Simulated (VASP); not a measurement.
A run of VASP 6.6.1:

POSCAR

```
BN
1.0
    2.5539396017      0.0000000000      0.0000000000
   -1.2769698009      2.2117765748      0.0000000000
    0.0000000000      0.0000000000      4.2268550000
B N
2 2
Direct
    0.6666666667      0.3333333333      0.9524074964
    0.3333333333      0.6666666667      0.4997240000
    0.6666666667      0.3333333333      0.6252760000
    0.3333333333      0.6666666667      0.1252760000
```

The input INCAR.step1:

```
SYSTEM = BN
PREC     = Accurate       ! precision mode
ENCUT    = 520            ! plane-wave cutoff, eV
ISMEAR   = 0              ! smearing method
SIGMA    = 0.05           ! smearing width, eV
LREAL    = .False.        ! projectors in reciprocal space
LASPH    = .True.         ! aspherical terms in the spheres
NELM     = 100            ! most SCF steps
NBANDS   = 16             ! bands
GGA      = PE             ! functional
ALGO     = Normal         ! electronic algorithm
EDIFF    = 1E-4           ! SCF threshold, eV
LWAVE    = .True.         ! write WAVECAR
LCHARG   = .False.        ! write CHGCAR
```

File INCAR.step2:

```
SYSTEM = BN
PREC     = Accurate       ! precision mode
ENCUT    = 520            ! plane-wave cutoff, eV
EDIFF    = 1E-7           ! SCF threshold, eV
ISMEAR   = 0              ! smearing method
SIGMA    = 0.05           ! smearing width, eV
LREAL    = .False.        ! projectors in reciprocal space
LASPH    = .True.         ! aspherical terms in the spheres
NELM     = 100            ! most SCF steps
ALGO     = Normal         ! electronic algorithm
ISIF     = 2              ! what is computed and relaxed
LWAVE    = .False.        ! write WAVECAR
LCHARG   = .False.        ! write CHGCAR
METAGGA  = R2SCAN         ! meta-GGA
LMIXTAU  = .True.       
NBANDS   = 16             ! bands
ISTART   = 1
```

KPOINTS

```
Automatic mesh
0
Gamma
  12 12 6
  0 0 0
```

Potentials or basis: VASP PAW PBE potentials, release 64 (B, N).

Run with:

```bash
$ cat potpaw_PBE.64/B/POTCAR potpaw_PBE.64/N/POTCAR > POTCAR
$ cp INCAR.step1 INCAR
$ mpirun -np 1 vasp_std > vasp.out
$ cp INCAR.step2 INCAR
$ mpirun -np 1 vasp_std > vasp.out
```

Hardware: 1 thread of Intel Xeon 6975P-C (shared host).

**Question.** Estimate the wall time of this run.

**Answer.** Run time: 80 s on 1 thread of Intel Xeon 6975P-C (shared host), peak memory 0.16 GiB. Counts: k points 100.
